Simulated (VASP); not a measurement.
# Ag: single point with LDA

The system is Ag.

```
Ag
1.0
     0.00000    1.88987    2.04310
     1.88987    0.00000    2.04310
     1.88987    1.88987    0.00000
Ag
1
Direct
  0.00000 0.00000 0.00000
```

This cell differs from its parent crystal: strain -0.0750 x Voigt [1, 1, 0, 0, 0, 0].

```
Program                : VASP 6.6.1
Task                   : single point
Functional             : LDA
Potentials or basis    : VASP PAW LDA potentials, release 64 (Ag)
Cutoff                 : 520 eV
k mesh                 : 20 × 20 × 20
Occupations            : gaussian, width 0.15 eV
Spin                   : no spin polarisation
Dipole correction      : no
Further INCAR settings : ALGO = Normal; EDIFF = 1e-06; NBANDS = 12
```

```yaml
Pressure: 17.2 GPa
```

Stress tensor (GPa, compression positive):
```
19.39  0.00  0.00
 0.00 19.39  0.00
 0.00  0.00 12.95
```

Levels at points of the mesh, in eV from the Fermi level:
```
           k point  band 2  band 3  band 4  band 5  band 6  band 7  band 8  band 9  band 10  band 11
(0.00, 0.00, 0.00)   -5.92   -5.25   -5.25   -4.48   -3.77   16.27   19.61   21.14    21.14    26.06
(0.50, 0.00, 0.00)   -5.82   -5.22   -3.18   -2.93   -0.94    4.50   15.12   18.76    20.22    24.08
(0.50, 0.50, 0.00)   -7.48   -3.04   -2.82   -2.82    0.37    6.60   12.31   12.31    20.14    20.31
(0.50, 0.00, 0.50)   -7.42   -3.13   -3.04   -2.51    1.85    8.70   10.71   10.97    18.74    18.98
```

It took 68 s on 1 thread of Intel(R) Xeon(R) Platinum 8488C (Sapphire Rapids) (shared host), peak memory 0.22 GiB.

Caveat: the cell differs from its parent crystal (strain -0.0750 x Voigt [1, 1, 0, 0, 0, 0]).
